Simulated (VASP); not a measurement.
## Ir: single point with PBEsol

The system is Ir.

```
CELL_PARAMETERS angstrom
12.23846 0.00000 0.00000
0.00000 2.23343 0.00000
0.00000 0.00000 7.19300
ATOMIC_POSITIONS crystal
Ir 0.25000 0.00000 0.16399
Ir 0.75000 0.00000 0.83601
```

```json
{
  "Program": "VASP 6.6.1",
  "Task": "single point",
  "Functional": "PBEsol",
  "Potentials or basis": "VASP PAW PBE potentials, release 64 (Ir)",
  "Cutoff": "520 eV",
  "k mesh": "4 × 18 × 6",
  "Occupations": "gaussian, width 0.1 eV",
  "Spin": "collinear spin",
  "Starting moments": "[1.0, -1.0] μB",
  "Dipole correction": "no",
  "Further INCAR settings": "ALGO = Normal; EDIFF = 1e-07; NBANDS = 20"
}
```

```json
{"Pressure": "0.7 GPa", "Band gap on the k mesh": "zero (filled and empty bands overlap)", "Net moment": "0.00 μB per cell", "Site moments": "Ir +0.53, -0.53 μB", "Valence electrons inside the program's atomic spheres": "Ir 8.17"}
```

Stress tensor (GPa, compression positive):
```
-0.02  0.00  0.00
 0.00  2.19  0.00
 0.00  0.00 -0.02
```

Levels at points of the mesh, in eV from the Fermi level:
Spin up:
```csv
k point,band 5,band 6,band 7,band 8,band 9,band 10,band 11,band 12
"(0.00, 0.00, 0.00)",-1.88,-1.88,-1.43,-1.43,2.23,2.23,2.49,2.49
"(0.50, 0.00, 0.00)",-1.88,-1.88,-1.43,-1.43,2.23,2.23,2.49,2.49
"(0.00, 0.50, 0.00)",-0.19,-0.19,0.33,0.33,0.84,1.23,5.76,5.82
"(0.50, 0.50, 0.00)",-0.19,-0.19,0.33,0.33,0.84,1.23,5.78,5.80
"(0.00, 0.00, 0.50)",-1.88,-1.88,-1.43,-1.43,2.23,2.23,2.49,2.49
"(0.50, 0.00, 0.50)",-1.88,-1.88,-1.43,-1.43,2.23,2.23,2.49,2.49
"(0.00, 0.50, 0.50)",-0.19,-0.19,0.33,0.33,0.84,1.23,5.79,5.84
"(0.50, 0.50, 0.50)",-0.19,-0.19,0.33,0.33,0.84,1.23,5.80,5.82
```
Spin down:
```
           k point  band 5  band 6  band 7  band 8  band 9  band 10  band 11  band 12
(0.00, 0.00, 0.00)   -1.88   -1.88   -1.43   -1.43    2.23     2.23     2.49     2.49
(0.50, 0.00, 0.00)   -1.88   -1.88   -1.43   -1.43    2.23     2.23     2.49     2.49
(0.00, 0.50, 0.00)   -0.19   -0.19    0.33    0.33    0.84     1.23     5.76     5.82
(0.50, 0.50, 0.00)   -0.19   -0.19    0.33    0.33    0.84     1.23     5.78     5.80
(0.00, 0.00, 0.50)   -1.88   -1.88   -1.43   -1.43    2.23     2.23     2.49     2.49
(0.50, 0.00, 0.50)   -1.88   -1.88   -1.43   -1.43    2.23     2.23     2.49     2.49
(0.00, 0.50, 0.50)   -0.19   -0.19    0.33    0.33    0.84     1.23     5.79     5.84
(0.50, 0.50, 0.50)   -0.19   -0.19    0.33    0.33    0.84     1.23     5.80     5.82
```

Run time: 24 min on 1 thread of Oxide Virtual Turin-like Processor, with other jobs on the host, peak memory 0.79 GiB.

Caveat: the PAW data sets were made with another functional, which shifts forces and pressure a little; spin-orbit coupling is left out, which moves the levels of the heavy elements.
